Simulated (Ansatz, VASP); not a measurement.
BN: VASP beside Ansatz

```xyz
4
Lattice="2.5124 0.0000 0.0000 -1.2562 2.1758 0.0000 0.0000 0.0000 7.7073" Properties=species:S:1:pos:R:3 pbc="T T T"
B     0.0000    1.4506    1.9268
B     1.2562    0.7253    5.7804
N     0.0000    1.4506    5.7804
N     1.2562    0.7253    1.9268
```

Alike in both runs: task relaxation of cell and atoms; functional PBE; k mesh 12 × 12 × 4; occupations gaussian, width 0.02 eV; no spin polarisation.

|  | VASP | Ansatz |
| --- | --- | --- |
| version | VASP 6.6.1 | Ansatz 0.2.0 |
| potentials or method | VASP PAW PBE potentials, release 64 (B, N), cutoff 600 eV | scalar-relativistic, plane waves, PAW |
| valence electrons in the cell | 16 | 16 |

```tsv
	VASP	Ansatz	Ansatz less VASP
gap on the k mesh at the Fermi level, each at its own relaxed structure (eV)	4.47	4.40	-0.076
relaxed volume (Å³/atom)	11.02	11.40	+0.382
relaxed cell length with the largest relative difference (Å)	8.063	8.343	+0.2803
```
